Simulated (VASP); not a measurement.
# Cu in VASP: notebook, part 2 of 2

VASP 6.6.1. The steps go on from the part before.

## Step 4: Single point, PBEsol

INCAR

```
SYSTEM = Cu
ALGO = Fast ; EDIFF = 1E-6
ENCUT = 520 ; GGA = PS
ISIF = 2 ; ISMEAR = 0
LASPH = .True. ; LCHARG = .True.
LELF = .True. ; LREAL = .False.
LVHAR = .True. ; LWAVE = .False.
NBANDS = 12 ; NELM = 80
PREC = Accurate ; SIGMA = 0.1
```

KPOINTS

```
k-points
0
Gamma
  26 26 26
  0 0 0
```

POSCAR

```
Cu
1.0
   -1.4427933200      1.4427933200      1.3760814500
    1.4427933200     -1.4427933200      1.3760814500
    1.4427933200      1.4427933200     -1.3760814500
Cu
1
Direct
    0.0000000000      0.0000000000      0.0000000000
```

Potentials or basis: VASP PAW PBE potentials, release 64 (Cu).

The run is started by

```
cat potpaw_PBE.64/Cu/POTCAR > POTCAR
mpirun -np 1 vasp_std > vasp.out
```

OUTCAR:

```text
SYSTEM = Cu
   EDIFF = 1E-6
   ENCUT = 520
   GGA = PS
   ISIF = 2
   ISMEAR = 0
   LASPH = .True.
   LREAL = .False.
   NELM = 80
   PREC = Accurate

 ion  position               nearest neighbor table
   1  0.000  0.000  0.000-

  LATTYP: Found a body centered tetragonal cell.
 ALAT       =     2.8855866400
 C/A-ratio  =     0.9537620052

  Lattice vectors:

 A1 = (  -1.4427933200,   1.4427933200,   1.3760814500)
 A2 = (   1.4427933200,  -1.4427933200,   1.3760814500)
 A3 = (   1.4427933200,   1.4427933200,  -1.3760814500)

Analysis of symmetry for initial positions (statically):
=====================================================================
 Subroutine PRICEL returns:
 Original cell was already a primitive cell.

 Routine SETGRP: Setting up the symmetry group for a
 body centered tetragonal supercell.

 Subroutine GETGRP returns: Found 16 space group operations
 (whereof 16 operations were pure point group operations)
 out of a pool of 16 trial point group operations.

The static configuration has the point symmetry D_4h.

Analysis of symmetry for dynamics (positions and initial velocities):
[... 161 lines left out ...]
 cond. band min:       7.7735980396   @ k =   0.5000   0.1154   0.0769
 fundamental gap:      0.0081548150
 Fermi energy:         7.7734847841

 k-point     1 :       0.0000    0.0000    0.0000
  band No.  band energies     occupation
      1      -1.8364      2.00000
      2       4.4524      2.00000
      3       4.6494      2.00000
      4       4.6494      2.00000
      5       5.5301      2.00000
      6       5.7387      2.00000
      7      32.6347      0.00000
      8      32.6347      0.00000
      9      33.8803      0.00000
     10      36.6634      0.00000
     11      36.6708      0.00000
     12      36.7063      0.00000
[... 331 lines left out ...]
 k-point    24 :       0.3846    0.0385    0.0000
  band No.  band energies     occupation
      1       2.4353      2.00000
      2       3.8253      2.00000
      3       5.4545      2.00000
      4       5.7214      2.00000
      5       5.9097      2.00000
      6       6.4281      2.00000
      7      14.7056      0.00000
      8      25.0569      0.00000
      9      25.6213      0.00000
     10      29.6853      0.00000
     11      32.5768      0.00000
     12      40.3296      0.00000

 [... further k-points ...]
[... 5 lines left out ...]
  --------------------------------------------------------------------------------------
  -------------------------------------------------------------------------------------
  Total       -0.0352689     -0.0352689     -0.0416162      0.0000000     -0.0000000      0.0000000
  in kB       -4.9316248     -4.9316248     -5.8191706      0.0000000     -0.0000000      0.0000000
  external PRESSURE =      -5.2274734 kB  Pullay stress =       0.0000000 kB

 VOLUME and BASIS-vectors are now :
 -----------------------------------------------------------------------------
  energy-cutoff  :      520.00
  volume of cell :       11.46
      direct lattice vectors                 reciprocal lattice vectors
    -1.442793320  1.442793320  1.376081450     0.000000000  0.346549983  0.363350585
     1.442793320 -1.442793320  1.376081450     0.346549983  0.000000000  0.363350585
     1.442793320  1.442793320 -1.376081450     0.346549983  0.346549983  0.000000000

 POSITION                                       TOTAL-FORCE (eV/Angst)
 -----------------------------------------------------------------------------------
      0.00000      0.00000      0.00000         0.000000      0.000000      0.000000
 -----------------------------------------------------------------------------------
    total drift:                                0.000000      0.000000      0.000000

  FREE ENERGIE OF THE ION-ELECTRON SYSTEM (eV)
  ---------------------------------------------------
  free  energy   TOTEN  =        -4.2707452073 eV

  energy  without entropy=       -4.2687465054  energy(sigma->0) =       -4.26974586
```

OSZICAR:

```text
N       E                     dE             d eps       ncg     rms          rms(c)
DAV:   1     0.419338476902E+02    0.41934E+02   -0.53892E+03 35488   0.155E+03
DAV:   2    -0.403268209287E+01   -0.45967E+02   -0.42427E+02 32988   0.204E+02
DAV:   3    -0.534902311854E+01   -0.13163E+01   -0.13049E+01 37024   0.396E+01
DAV:   4    -0.535680534878E+01   -0.77822E-02   -0.77812E-02 35868   0.271E+00
DAV:   5    -0.535687628894E+01   -0.70940E-04   -0.70940E-04 37160   0.263E-01    0.830E+00
RMM:   6    -0.465462689175E+01    0.70225E+00   -0.35209E+00 40032   0.348E+01    0.459E+00
RMM:   7    -0.428803128099E+01    0.36660E+00   -0.49121E-01 39644   0.126E+01    0.109E+00
RMM:   8    -0.427311897429E+01    0.14912E-01   -0.16791E-02 41010   0.130E+00    0.369E-01
RMM:   9    -0.427066705790E+01    0.24519E-02   -0.45248E-03 41315   0.128E+00    0.220E-02
RMM:  10    -0.427073590688E+01   -0.68849E-04   -0.52444E-04 41961   0.304E-01    0.102E-02
RMM:  11    -0.427074350711E+01   -0.76002E-05   -0.81573E-05 43618   0.121E-01    0.122E-02
RMM:  12    -0.427074484382E+01   -0.13367E-05   -0.19247E-05 43540   0.534E-02    0.389E-03
RMM:  13    -0.427074520735E+01   -0.36353E-06   -0.33553E-06 32522   0.190E-02
   1 F= -.42707452E+01 E0= -.42697459E+01  d E =-.199870E-02
```

stdout:

```text
POSCAR found type information on POSCAR Cu
 POSCAR found :  1 types and       1 ions
 scaLAPACK will be used
 -----------------------------------------------------------------------------
|                                                                             |
|                                                                             |
|     You enforced a specific xc type in the INCAR file but a different       |
|     I HOPE YOU KNOW WHAT YOU ARE DOING!                                     |
|                                                                             |
 -----------------------------------------------------------------------------

 LDA part: xc-table for (Slater+PW92), standard interpolation
 POSCAR, INCAR and KPOINTS ok, starting setup
 FFT: planning ... GRIDC
 FFT: planning ... GRID_SOFT
 FFT: planning ... GRID
 WAVECAR not read
 entering main loop
WARNING in EDDRMM: call to ZHEGV failed, returncode =   6  3      8
WARNING in EDDRMM: call to ZHEGV failed, returncode =   6  3      9
WARNING in EDDRMM: call to ZHEGV failed, returncode =   6  3     10
WARNING in EDDRMM: call to ZHEGV failed, returncode =   6  3      9
WARNING in EDDRMM: call to ZHEGV failed, returncode =   6  3      9
```

Wall time 2.4 min (1 thread of Intel Xeon Platinum 8259CL at 2.50GHz (Skylake/Cascade Lake), shared host); peak memory 0.28 GiB.

What came out:

| Property | Result |
| --- | --- |
| Free energy | -4.2707 eV |
| Pressure | -0.5 GPa |
| Band gap on the k mesh | zero (an odd number of electrons rules out a gap without spin polarisation) |

Stress tensor (GPa, compression positive):
```
-0.49  0.00  0.00
 0.00 -0.49  0.00
 0.00  0.00 -0.58
```

Caveat: the PAW data sets were made with another functional, which shifts forces and pressure a little.

## Step 5: Single point, PBEsol (the cell strained at random)

INCAR

```
PREC = Accurate
ENCUT = 520
EDIFF = 1E-7
ISMEAR = 0
SIGMA = 0.1
LREAL = F
LASPH = T
NELM = 80
ALGO = Fast
ISIF = 2
LWAVE = F
LCHARG = F
GGA = PS
NBANDS = 12
```

KPOINTS

```
regular mesh
0
Gamma
  14 14 14
```

POSCAR

```
Cu
1.0
   -1.4471553690      1.4337440392      1.3601266570
    1.4472463215     -1.4399025159      1.3666790560
    1.4638359032      1.4565830501     -1.3665836942
Cu
1
Direct
   -0.0017728543     -0.0219278576      0.0249258529
```

Potentials or basis: VASP PAW PBE potentials, release 64 (Cu).

The run is started by

```
cat potpaw_PBE.64/Cu/POTCAR > POTCAR
mpirun -np 1 vasp_std > vasp.out
```

OUTCAR:

```text
PREC = Accurate
   ENCUT = 520
   EDIFF = 1E-7
   ISMEAR = 0
   LREAL = F
   LASPH = T
   NELM = 80
   ISIF = 2
   GGA = PS

 ion  position               nearest neighbor table
   1  0.998  0.978  0.025-

  LATTYP: Found a triclinic cell.
 ALAT       =     6.4703896735
 B/A-ratio  =     0.6303573513
 C/A-ratio  =     0.3827107509
 COS(alpha) =     0.0041851624
 COS(beta)  =     0.2701058063
 COS(gamma) =     0.9478165318

  Lattice vectors:

 A1 = (   5.8054839152,  -2.8569660209,   0.0066477608)
 A2 = (   2.8944016905,  -2.8736465551,   0.0065523990)
 A3 = (   1.4638359032,   1.4565830501,  -1.3665836942)

Analysis of symmetry for initial positions (statically):
=====================================================================
 Subroutine PRICEL returns:
 Original cell was already a primitive cell.

 Routine SETGRP: Setting up the symmetry group for a
 triclinic supercell.

 Subroutine GETGRP returns: Found  2 space group operations
 (whereof  1 operations were pure point group operations)
 out of a pool of  2 trial point group operations.

The static configuration has the point symmetry C_1 .
 The point group associated with its full space group is S_2 .

Analysis of symmetry for dynamics (positions and initial velocities):
=====================================================================
 Subroutine PRICEL returns:
 Original cell was already a primitive cell.

 Routine SETGRP: Setting up the symmetry group for a
 triclinic supercell.

 Subroutine GETGRP returns: Found  2 space group operations
 (whereof  1 operations were pure point group operations)
 out of a pool of  2 trial point group operations.

The dynamic configuration has the point symmetry C_1 .
 The point group associated with its full space group is S_2 .

 Subroutine INISYM returns: Found  2 space group operations
 (whereof  1 operations are pure point group operations),
 and found     1 'primitive' translations
[... 112 lines left out ...]
     AMIX     =   0.40;   BMIX     =  1.00
     AMIX_MAG =   1.60;   BMIX_MAG =  1.00
  volume/ion in A,a.u.               =      11.47        77.41
  Fermi-wavevector in a.u.,A,eV,Ry     =   1.614369  3.050714 35.459311  2.606186
  Thomas-Fermi vector in A             =   2.709288
   LORBIT       =      0    0 simple, 1 ext, 2 COOP (PROOUT), +10 PAW based schemes
   GGA     = PS    functional components
   LHFCALC =     F    Hartree Fock is set to
   AEXX    =    0.0000 exact exchange contribution
   IVDW    =     0    specifies the selected vdW correction
   LEPSILON=     F    determine dielectric tensor
   LRPA    =     F    only Hartree local field effects (RPA)
 non-spin polarized calculation
 RMM-DIIS sequential band-by-band and
 Gauss-broadening in eV      SIGMA  =   0.10
  energy-cutoff  :      520.00
  volume of cell :       11.47
 maximum number of plane-waves:       323
   NGX =  9   NGY =  9   NGZ =  9

 number of electron      11.0000005 magnetization

 Free energy of the ion-electron system (eV)
  ---------------------------------------------------
  ext. energy  EPLUGINS =         0.00000000
  ---------------------------------------------------
  free energy    TOTEN  =        -4.26478253 eV

  energy without entropy =       -4.26209455  energy(sigma->0) =       -4.26343854

 E-fermi :   7.7782     XC(G=0): -13.0803

 val. band max:        7.7776190127   @ k =   0.2143   0.5000   0.1429
 cond. band min:       7.7803923807   @ k =   0.0714   0.2143   0.2143
 fundamental gap:      0.0027733680
 Fermi energy:         7.7781678617

 k-point     1 :       0.0000    0.0000    0.0000
  band No.  band energies     occupation
      1      -1.8423      2.00000
      2       4.3998      2.00000
      3       4.6156      2.00000
      4       4.7018      2.00000
      5       5.4692      2.00000
      6       5.7492      2.00000
      7      32.1369      0.00000
      8      32.6675      0.00000
      9      34.1046      0.00000
     10      36.2770      0.00000
     11      36.4852      0.00000
     12      36.9045      0.00000
[... 331 lines left out ...]
 k-point    24 :       0.0714    0.1429   -0.0000
  band No.  band energies     occupation
      1      -0.4311      2.00000
      2       4.3043      2.00000
      3       4.4847      2.00000
      4       5.0910      2.00000
      5       5.5328      2.00000
      6       5.6203      2.00000
      7      25.7485      0.00000
      8      28.0504      0.00000
      9      29.3715      0.00000
     10      32.3490      0.00000
     11      34.6404      0.00000
     12      35.4426      0.00000

 [... further k-points ...]
[... 5 lines left out ...]
  --------------------------------------------------------------------------------------
  -------------------------------------------------------------------------------------
  Total       -0.0498302     -0.0477286     -0.0928054     -0.0757505      0.0242085     -0.0020294
  in kB       -6.9597579     -6.6662312    -12.9620771    -10.5800307      3.3811836     -0.2834488
  external PRESSURE =      -8.8626887 kB  Pullay stress =       0.0000000 kB

 VOLUME and BASIS-vectors are now :
 -----------------------------------------------------------------------------
  energy-cutoff  :      520.00
  volume of cell :       11.47
      direct lattice vectors                 reciprocal lattice vectors
    -1.447155369  1.433744039  1.360126657    -0.001999288  0.346814171  0.367512810
     1.447246321 -1.439902516  1.366679056     0.343509511 -0.001163200  0.366715380
     1.463835903  1.456583050 -1.366583694     0.341543640  0.344012211  0.000765558

 POSITION                                       TOTAL-FORCE (eV/Angst)
 -----------------------------------------------------------------------------------
      0.00741      0.05918      2.66036        -0.000000      0.000000      0.000000
 -----------------------------------------------------------------------------------
    total drift:                                0.000028      0.000025      0.000116

  FREE ENERGIE OF THE ION-ELECTRON SYSTEM (eV)
  ---------------------------------------------------
  free  energy   TOTEN  =        -4.2647825333 eV

  energy  without entropy=       -4.2620945518  energy(sigma->0) =       -4.26343854
```

stdout:

```text
POSCAR found type information on POSCAR Cu
 POSCAR found :  1 types and       1 ions
 scaLAPACK will be used
 -----------------------------------------------------------------------------
|                                                                             |
|                                                                             |
|     You enforced a specific xc type in the INCAR file but a different       |
[... 30 lines left out ...]
WARNING in EDDRMM: call to ZHEGV failed, returncode =   6  3      9
WARNING in EDDRMM: call to ZHEGV failed, returncode =   6  3      9
WARNING in EDDRMM: call to ZHEGV failed, returncode =   6  3      8
WARNING in EDDRMM: call to ZHEGV failed, returncode =   6  3      9
WARNING in EDDRMM: call to ZHEGV failed, returncode =   6  3      8
WARNING in EDDRMM: call to ZHEGV failed, returncode =   6  3      8
WARNING in EDDRMM: call to ZHEGV failed, returncode =   6  3      9
```

Wall time 3.2 min (1 thread of Intel Xeon Platinum 8259CL at 2.50GHz (Skylake/Cascade Lake), shared host); peak memory 0.28 GiB.

What came out:

| Property | Result |
| --- | --- |
| Free energy | -4.2648 eV |
| Pressure | -0.9 GPa |
| Band gap on the k mesh | zero (an odd number of electrons rules out a gap without spin polarisation) |

Stress tensor (GPa, compression positive):
```
-0.70 -1.06 -0.03
-1.06 -0.67  0.34
-0.03  0.34 -1.30
```

Levels at points of the mesh, in eV from the Fermi level:
| k point | band 2 | band 3 | band 4 | band 5 | band 6 | band 7 | band 8 | band 9 |
| --- | --- | --- | --- | --- | --- | --- | --- | --- |
| (0.00, 0.00, 0.00) | -3.38 | -3.16 | -3.08 | -2.31 | -2.03 | 24.36 | 24.89 | 26.33 |
| (0.50, 0.00, 0.00) | -4.07 | -2.17 | -1.93 | -1.38 | -0.47 | 4.81 | 16.89 | 17.30 |
| (0.00, 0.50, 0.00) | -4.04 | -2.20 | -1.92 | -1.39 | -0.56 | 4.68 | 17.03 | 17.63 |
| (0.50, 0.50, 0.00) | -3.72 | -2.40 | -2.13 | -1.41 | -0.94 | 4.16 | 18.73 | 19.03 |
| (0.00, 0.00, 0.50) | -3.77 | -2.38 | -2.08 | -1.43 | -1.10 | 3.91 | 18.89 | 19.29 |
| (0.50, 0.00, 0.50) | -4.04 | -2.20 | -1.92 | -1.39 | -0.56 | 4.69 | 17.20 | 17.46 |
| (0.00, 0.50, 0.50) | -4.08 | -2.16 | -1.91 | -1.39 | -0.55 | 4.71 | 16.97 | 17.40 |
| (0.50, 0.50, 0.50) | -4.79 | -1.61 | -1.57 | -1.52 | 7.36 | 7.63 | 9.91 | 13.17 |

Caveat: the cell differs from its parent crystal (the cell strained at random); the PAW data sets were made with another functional, which shifts forces and pressure a little.

## Step 6: Single point, PBEsol

INCAR

```
ALGO = Fast
EDIFF = 1E-6
ENCUT = 520
GGA = PS
ISIF = 2
ISMEAR = 0
LASPH = T
LCHARG = F
LREAL = F
LWAVE = F
NBANDS = 12
NELM = 80
PREC = Accurate
SIGMA = 0.1
```

KPOINTS

```
k-points
0
Gamma
  30 30 30
```

POSCAR

```
Cu
1.0
   -1.4427933200      1.4427933200      1.3760814500
    1.4427933200     -1.4427933200      1.3760814500
    1.4427933200      1.4427933200     -1.3760814500
Cu
1
Direct
    0.0000000000      0.0000000000      0.0000000000
```

Potentials or basis: VASP PAW PBE potentials, release 64 (Cu).

The run is started by

```
cat potpaw_PBE.64/Cu/POTCAR > POTCAR
mpirun -np 1 vasp_std > vasp.out
```

It took 3.6 min on 1 thread of Intel Xeon Platinum 8259CL at 2.50GHz (Skylake/Cascade Lake), shared host; peak memory 0.36 GiB.

The run converged. Its results:

| Property | Result |
| --- | --- |
| Free energy | -4.2713 eV |
| Pressure | -0.6 GPa |
| Band gap on the k mesh | zero (an odd number of electrons rules out a gap without spin polarisation) |

Levels at points of the mesh, in eV from the Fermi level:
| k point | band 4 | band 5 | band 6 | band 7 | band 8 | band 9 |
| --- | --- | --- | --- | --- | --- | --- |
| (0.00, 0.00, 0.00) | -3.12 | -2.24 | -2.03 | 24.86 | 24.86 | 26.11 |
| (0.50, 0.00, 0.00) | -1.93 | -1.36 | -0.56 | 4.69 | 17.33 | 17.43 |
| (0.50, 0.50, 0.00) | -2.07 | -1.38 | -0.93 | 4.16 | 18.59 | 18.86 |
| (0.50, 0.50, 0.50) | -1.56 | -1.51 | 7.70 | 7.70 | 9.54 | 13.35 |

Caveat: the PAW data sets were made with another functional, which shifts forces and pressure a little.

## Step 7: The runs side by side

```csv
cell,k mesh,smearing,gap on the mesh (eV),pressure (GPa)
"a = 2.461 Å, angles 108.2, 108.2, 112.0°, 1 atom",20 × 20 × 20,tetrahedron,none,-0.7
"a = 2.461 Å, angles 108.2, 108.2, 112.0°, 1 atom",22 × 22 × 22,gaussian 0.1 eV,none,-0.7
"a = 2.461 Å, angles 108.2, 108.2, 112.0°, 1 atom",26 × 26 × 26,gaussian 0.1 eV,none,-0.5
"a = 2.449, b = 2.457, c = 2.476 Å, angles 107.7, 108.1, 112.5°, 1 atom",14 × 14 × 14,gaussian 0.1 eV,none,-0.9
"a = 2.461 Å, angles 108.2, 108.2, 112.0°, 1 atom",30 × 30 × 30,gaussian 0.1 eV,none,-0.6
```

Alike in all rows: task single point; level PBEsol; potentials or basis VASP PAW PBE potentials, release 64 (Cu); no spin polarisation; cutoff (eV) 520.

Caveats: the PAW data sets were made with another functional, which shifts forces and pressure a little.

Total energies depend on the potentials used, so only differences within one code and one set of settings carry meaning.
